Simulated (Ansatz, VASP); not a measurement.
One calculation of Cs3Ti, two programs

```
Cs Ti
1.0
     6.45918    0.00000    0.00000
     0.00000    6.45918    0.00000
     0.00000    0.00000    6.45918
Cs Ti
3 1
Direct
  0.00000 0.50000 0.50000
  0.50000 0.00000 0.50000
  0.50000 0.50000 0.00000
  0.00000 0.00000 0.00000
```

Alike in both runs: functional PBE; k mesh 4 × 4 × 4; occupations gaussian, width 0.1 eV; no spin polarisation.

Ansatz relaxed the structure, and its values are those at the end. VASP's run is a single point on that final structure, the one shown.

```csv
,VASP,Ansatz
version,VASP 6.6.1,Ansatz 0.2.0
potentials or method,"VASP PAW PBE potentials, release 64 (Cs_sv, Ti_sv), cutoff 500 eV","scalar-relativistic, plane waves, PAW"
valence electrons in the cell,39,39
```

```csv
,VASP,Ansatz,Ansatz less VASP
gap on the k mesh at the Fermi level (eV),none,none,-
pressure (GPa),0.0,0.0,+0.02
```

A gap of «none» marks a metal or a gap that the smearing closes.

Spin-orbit coupling is off throughout.
